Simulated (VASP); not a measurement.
# Ba4Ti4TeO11 (a cell with a defect) in VASP: single point with PBE

Aim: the single point of Ba4Ti4TeO11 (a cell with a defect) with PBE.

All numbers are computed with VASP 6.6.1; they aren't measurements. Logs are shortened: lines on timing, memory, paths and dates and some standing lists are left out, and cuts for length are marked.

**1. The cell of the first run**

The cell holds a defect, 20 atoms: a = 6.939 Å, b = 6.939 Å, c = 6.939 Å, α = 109.47°, β = 109.47°, γ = 109.47°.

**2. Single point, PBE**

INCAR reads:

```
SYSTEM = Ba4Ti4TeO11
  ALGO = Normal
  EDIFF = 1E-6
  ENCUT = 520
  GGA = PE
  ISIF = 2
  ISMEAR = -1
  LASPH = .TRUE.
  LCHARG = .TRUE.
  LELF = .TRUE.
  LREAL = Auto
  LVHAR = .TRUE.
  LWAVE = .FALSE.
  NBANDS = 96
  NELM = 60
  PREC = Accurate
  SIGMA = 0.01
```

KPOINTS reads:

```
k-points
0
G
  3 3 3
  0 0 0
```

POSCAR reads:

```
Ba4Ti4TeO11
1.0
   -4.0060000000      4.0060000000      4.0060000000
    4.0060000000     -4.0060000000      4.0060000000
    4.0060000000      4.0060000000     -4.0060000000
Ba Ti Te O
4 4 1 11
Direct
    0.5203853199      0.5101926599      0.5101926599
    0.0000000000     -0.0101926599      0.5101926599
    0.0000000000      0.5101926599     -0.0101926599
    0.4796146801     -0.0101926599     -0.0101926599
    0.0000000000     -0.0317854679     -0.0317854679
    0.5000000000      0.5000000000      0.0000000000
    0.5000000000      0.0000000000      0.5000000000
    0.0000000000      0.5317854679      0.5317854679
    0.0000000000      0.2500000000      0.2500000000
    0.5000000000      0.7500000000      0.2500000000
    0.5000000000      0.2500000000      0.7500000000
    0.0000000000      0.7500000000      0.7500000000
    0.2520614310     -0.0172787812      0.2347826498
    0.7479385690      0.5172787812      0.2652173502
    0.7479385690     -0.0172787812      0.7306597878
    0.2520614310      0.5172787812      0.7693402122
    0.2520614310      0.2347826498     -0.0172787812
    0.7479385690      0.7306597878     -0.0172787812
    0.7479385690      0.2652173502      0.5172787812
    0.2520614310      0.7693402122      0.5172787812
```

Potentials or basis: VASP PAW PBE potentials, release 64 (Ba_sv, Ti_sv, Te, O).

Started as:

```bash
cat potpaw_PBE.64/Ba_sv/POTCAR potpaw_PBE.64/Ti_sv/POTCAR potpaw_PBE.64/Te/POTCAR potpaw_PBE.64/O/POTCAR > POTCAR
mpirun -np 1 vasp_std > vasp.out
```

OUTCAR:

```text
SYSTEM = Ba4Ti4TeO11
   EDIFF = 1E-6
   ENCUT = 520
   GGA = PE
   ISIF = 2
   ISMEAR = -1
   LASPH = .TRUE.
   LREAL = Auto
   NELM = 60
   PREC = Accurate

 ion  position               nearest neighbor table
   1  0.520  0.510  0.510-  14 2.68  19 2.68  18 2.68  15 2.68  12 2.72  11 2.84  10 2.84   9 2.95
                            13 2.99  17 2.99  20 2.99  16 2.99   8 3.23   5 3.23   7 3.47   6 3.47
   2  0.000  0.990  0.510-  14 2.68  17 2.68  20 2.68  15 2.68  12 2.72  11 2.84  10 2.84   9 2.95
                            19 2.99  13 2.99  18 2.99  16 2.99   8 3.23   5 3.23   6 3.47   7 3.47
   3  0.000  0.510  0.990-  13 2.68  18 2.68  19 2.68  16 2.68  12 2.72  10 2.84  11 2.84   9 2.95
                            14 2.99  20 2.99  15 2.99  17 2.99   8 3.23   5 3.23   7 3.47   6 3.47
   4  0.480  0.990  0.990-  13 2.68  17 2.68  16 2.68  20 2.68  12 2.72  11 2.84  10 2.84   9 2.95
                            19 2.99  14 2.99  18 2.99  15 2.99   5 3.23   8 3.23   6 3.47   7 3.47
   5  0.000  0.968  0.968-  12 1.75  17 2.02  15 2.02  13 2.02  18 2.02   9 2.26   4 3.23   1 3.23
                             3 3.23   2 3.23   3 3.71   2 3.71   1 3.71   4 3.71
   6  0.500  0.500  0.000-  18 1.99  16 1.99  14 1.99  17 1.99  10 2.00  11 2.00   4 3.47   1 3.47
                             3 3.47   2 3.47   3 3.47   2 3.47   4 3.47   1 3.47
   7  0.500  0.000  0.500-  20 1.99  15 1.99  13 1.99  19 1.99  10 2.00  11 2.00   1 3.47   4 3.47
                             2 3.47   3 3.47   2 3.47   3 3.47   4 3.47   1 3.47
   8  0.000  0.532  0.532-  12 1.75  19 2.02  16 2.02  14 2.02  20 2.02   9 2.26   1 3.23   4 3.23
                             3 3.23   2 3.23   3 3.71   2 3.71   4 3.71   1 3.71
   9  0.000  0.250  0.250-   5 2.26   8 2.26   2 2.95   3 2.95   1 2.95   4 2.95
  10  0.500  0.750  0.250-   6 2.00   7 2.00   2 2.84   3 2.84   4 2.84   1 2.84
  11  0.500  0.250  0.750-   6 2.00   7 2.00   3 2.84   2 2.84   4 2.84   1 2.84
  12  0.000  0.750  0.750-   5 1.75   8 1.75   1 2.72   4 2.72   3 2.72   2 2.72
  13  0.252  0.983  0.235-   7 1.99   5 2.02   4 2.68   3 2.68   2 2.99   1 2.99
  14  0.748  0.517  0.265-   6 1.99   8 2.02   1 2.68   2 2.68   3 2.99   4 2.99
  15  0.748  0.983  0.731-   7 1.99   5 2.02   2 2.68   1 2.68   3 2.99   4 2.99
  16  0.252  0.517  0.769-   6 1.99   8 2.02   3 2.68   4 2.68   2 2.99   1 2.99
  17  0.252  0.235  0.983-   6 1.99   5 2.02   4 2.68   2 2.68   3 2.99   1 2.99
  18  0.748  0.731  0.983-   6 1.99   5 2.02   3 2.68   1 2.68   2 2.99   4 2.99
  19  0.748  0.265  0.517-   7 1.99   8 2.02   1 2.68   3 2.68   2 2.99   4 2.99
  20  0.252  0.769  0.517-   7 1.99   8 2.02   2 2.68   4 2.68   3 2.99   1 2.99

  LATTYP: Found a body centered cubic cell.
 ALAT       =     8.0120000000

  Lattice vectors:

 A1 = (  -4.0060000000,   4.0060000000,   4.0060000000)
 A2 = (   4.0060000000,  -4.0060000000,   4.0060000000)
 A3 = (   4.0060000000,   4.0060000000,  -4.0060000000)

Analysis of symmetry for initial positions (statically):
=====================================================================
 Subroutine PRICEL returns:
 Original cell was already a primitive cell.

 Routine SETGRP: Setting up the symmetry group for a
 body centered cubic supercell.

 Subroutine GETGRP returns: Found 16 space group operations
 (whereof  8 operations were pure point group operations)
 out of a pool of 48 trial point group operations.

The static configuration has the point symmetry C_4v.
 The point group associated with its full space group is D_4h.

Analysis of symmetry for dynamics (positions and initial velocities):
=====================================================================
 Subroutine PRICEL returns:
 Original cell was already a primitive cell.

 Routine SETGRP: Setting up the symmetry group for a
 body centered cubic supercell.

 Subroutine GETGRP returns: Found 16 space group operations
 (whereof  8 operations were pure point group operations)
 out of a pool of 48 trial point group operations.

The dynamic configuration has the point symmetry C_4v.
 The point group associated with its full space group is D_4h.

 Subroutine INISYM returns: Found 16 space group operations
 (whereof  8 operations are pure point group operations),
 and found     1 'primitive' translations

----------------------------------------------------------------------------------------

                                     Primitive cell

  volume of cell :     257.1537

  direct lattice vectors                    reciprocal lattice vectors
    -4.006000000  4.006000000  4.006000000     0.000000000  0.124812781  0.124812781
[... 56 lines left out ...]
 Grid dimensions read from file:
 generate k-points for:    3    3    3

 Generating k-lattice:

  Cartesian coordinates                     Fractional coordinates (reciprocal lattice)
     0.000000000  0.041604260  0.041604260     0.333333333  0.000000000  0.000000000
     0.041604260  0.000000000  0.041604260     0.000000000  0.333333333  0.000000000
     0.041604260  0.041604260  0.000000000     0.000000000  0.000000000  0.333333333

  Length of vectors
     0.058837309  0.058837309  0.058837309

  Shift w.r.t. Gamma in fractional coordinates (k-lattice)
     0.000000000  0.000000000  0.000000000

 Subroutine IBZKPT returns following result:
 ===========================================

 Found      6 irreducible k-points:

 Following reciprocal coordinates:
            Coordinates               Weight
  0.000000  0.000000  0.000000      1.000000
  0.333333  0.000000  0.000000      4.000000
  0.000000  0.333333  0.000000      8.000000
  0.333333  0.333333  0.000000      8.000000
 -0.333333  0.333333  0.333333      2.000000
  0.333333 -0.333333  0.333333      4.000000
   k-points           NKPTS =      6   k-points in BZ     NKDIM =      6   number of bands    NBANDS=     96
   number of dos      NEDOS =    301   number of ions     NIONS =     20
   total plane-waves  NPLWV = 157464
   dimension x,y,z NGX =    54 NGY =   54 NGZ =   54
   dimension x,y,z NGXF=   108 NGYF=  108 NGZF=  108
   ions per type =               4   4   1  11
   NGX,Y,Z   is equivalent  to a cutoff of  12.94, 12.94, 12.94 a.u.
   NGXF,Y,Z  is equivalent  to a cutoff of  25.88, 25.88, 25.88 a.u.
 SYSTEM =  Ba4Ti4TeO11
   PREC   = accura    normal or accurate (medium, high low for compatibility)
   ISTART =      0    job   : 0-new  1-cont  2-samecut
   ICHARG =      2    charge: 1-file 2-atom 10-const
   ISPIN  =      1    spin polarized calculation?
   LNONCOLLINEAR =      F non collinear calculations
   LSORBIT =      F    spin-orbit coupling
   LASPH  =      T    aspherical Exc in radial PAW
   ENCUT  =  520.0 eV  38.22 Ry    6.18 a.u.  12.90 12.90 12.90*2*pi/ulx,y,z
   NELM   =     60;   NELMIN=  2; NELMDL= -5     # of ELM steps
   EDIFF  = 0.1E-05   stopping-criterion for ELM
   LREAL  =      T    real-space projection
   EDIFFG = 0.1E-04   stopping-criterion for IOM
   NSW    =      0    number of steps for IOM
   IBRION =     -1    ionic relax: 0-MD 1-quasi-New 2-CG
   NFREE  =      0    steps in history (QN), initial steepest desc. (CG)
   ISIF   =      2    stress and relaxation
   ISYM   =      2    0-nonsym 1-usesym 2-fastsym
   POTIM  = 0.5000    time-step for ionic-motion
   TEBEG  =    0.0;   TEEND  =   0.0 temperature during run
   PSTRESS=    0.0 pullay stress
   NELECT =     160.0000    total number of electrons
   NUPDOWN=      -1.0000    fix difference up-down
   EMIN   =  10.00;   EMAX   =-10.00  energy-range for DOS
   EFERMI =   0.00;   METHOD = LEGACY
   ISMEAR =    -1;   SIGMA  =   0.01  broadening in eV -4-tet -1-fermi 0-gaus
   EFERMI_NEDOS =   21; number of points for ismear=-14 and -15
   IALGO  =     38    algorithm
   IMIX   =      4    mixing-type and parameters
     AMIX     =   0.40;   BMIX     =  1.00
     AMIX_MAG =   1.60;   BMIX_MAG =  1.00
  volume/ion in A,a.u.               =      12.86        86.77
  Fermi-wavevector in a.u.,A,eV,Ry     =   1.397603  2.641087 26.576187  1.953295
  Thomas-Fermi vector in A             =   2.520843
   LORBIT       =      0    0 simple, 1 ext, 2 COOP (PROOUT), +10 PAW based schemes
   GGA     = PE    functional components
   LHFCALC =     F    Hartree Fock is set to
   AEXX    =    0.0000 exact exchange contribution
   IVDW    =     0    specifies the selected vdW correction
   LEPSILON=     F    determine dielectric tensor
   LRPA    =     F    only Hartree local field effects (RPA)
 non-spin polarized calculation
  energy-cutoff  :      520.00
  volume of cell :      257.15
 maximum number of plane-waves:      6939
 NGX is ok and might be reduce to    54
   NGX = 25   NGY = 25   NGZ = 25

 number of electron     159.9999956 magnetization

 Free energy of the ion-electron system (eV)
  ---------------------------------------------------
  ext. energy  EPLUGINS =         0.00000000
  ---------------------------------------------------
  free energy    TOTEN  =      -145.72552763 eV

  energy without entropy =     -145.72552763  energy(sigma->0) =     -145.72552763

 E-fermi :   6.2706     XC(G=0): -11.4919

 val. band max:        6.0541599691   @ k =   0.0000   0.0000   0.0000
 cond. band min:       6.4970767856   @ k =   0.0000   0.0000   0.0000
 fundamental gap:      0.4429168165
 Fermi energy:         6.2706168025

 k-point     1 :       0.0000    0.0000    0.0000
  band No.  band energies     occupation
      1     -51.5802      2.00000
      2     -51.5791      2.00000
      3     -51.4135      2.00000
      4     -51.4121      2.00000
      5     -28.1615      2.00000
      6     -28.0224      2.00000
[... 559 lines left out ...]
     91       8.9668      0.00000
     92       9.1500      0.00000
 [bands above 92 left out]

------------------------ aborting loop because EDIFF is reached ----------------------------------------

  FORCE on cell =-STRESS in cart. coord.  units (eV):
  Direction    XX          YY          ZZ          XY          YZ          ZX
  --------------------------------------------------------------------------------------
  -------------------------------------------------------------------------------------
  Total       68.9715585     28.8526412     28.8526412     -0.0000000      0.0000000      0.0000000
  in kB      429.7222052    179.7642518    179.7642518     -0.0000000      0.0000000      0.0000000
  external PRESSURE =     263.0835696 kB  Pullay stress =       0.0000000 kB

 VOLUME and BASIS-vectors are now :
 -----------------------------------------------------------------------------
  energy-cutoff  :      520.00
  volume of cell :      257.15
      direct lattice vectors                 reciprocal lattice vectors
    -4.006000000  4.006000000  4.006000000     0.000000000  0.124812781  0.124812781
     4.006000000 -4.006000000  4.006000000     0.124812781  0.000000000  0.124812781
     4.006000000  4.006000000 -4.006000000     0.124812781  0.124812781  0.000000000

 POSITION                                       TOTAL-FORCE (eV/Angst)
 -----------------------------------------------------------------------------------
      2.00300      2.08466      2.08466        -0.000000     -0.044853     -0.044853
      6.00900     -1.92134      1.92134         0.000000     -0.044853      0.044853
      6.00900      1.92134     -1.92134         0.000000      0.044853     -0.044853
      6.00900      1.92134      1.92134         0.000000      0.044853      0.044853
      7.75733      0.00000      0.00000         0.129487      0.000000      0.000000
      0.00000      0.00000      4.00600         0.000000      0.000000      0.000000
[... 12 lines left out ...]
      0.13844      4.00600      1.98648        -0.068194      0.000000     -0.002030
      4.14444     -0.00000      2.01952        -0.068194      0.000000      0.002030
 -----------------------------------------------------------------------------------
    total drift:                               -0.000000     -0.000000      0.000000

  FREE ENERGIE OF THE ION-ELECTRON SYSTEM (eV)
  ---------------------------------------------------
  free  energy   TOTEN  =      -145.7255276308 eV

  energy  without entropy=     -145.7255276308  energy(sigma->0) =     -145.72552763
```

Run time: 14 min. Hardware: 1 thread of Intel Xeon 8259CL, shared host; peak memory 0.46 GiB.

What came out:

* Free energy: -145.7255 eV
* Pressure: 26.3 GPa
* Largest force: 0.129 eV/Å
* Band gap on the k mesh: 0.44 eV

Forces in eV/Å, atoms in the order of the input:
```
Ba   0.000 -0.045 -0.045
Ba   0.000 -0.045  0.045
Ba   0.000  0.045 -0.045
Ba   0.000  0.045  0.045
Ti   0.129  0.000  0.000
Ti   0.000  0.000  0.000
Ti   0.000  0.000  0.000
Ti  -0.129  0.000  0.000
Te   0.000  0.000  0.000
O    0.000  0.000  0.000
O    0.000  0.000  0.000
O    0.000  0.000  0.000
O    0.068  0.002  0.000
O   -0.068 -0.002  0.000
O    0.068 -0.002  0.000
O   -0.068  0.002  0.000
O    0.068  0.000  0.002
O    0.068  0.000 -0.002
O   -0.068  0.000 -0.002
O   -0.068  0.000  0.002
```

Caveat: spin-orbit coupling is left out, which moves the levels of the heavy elements.
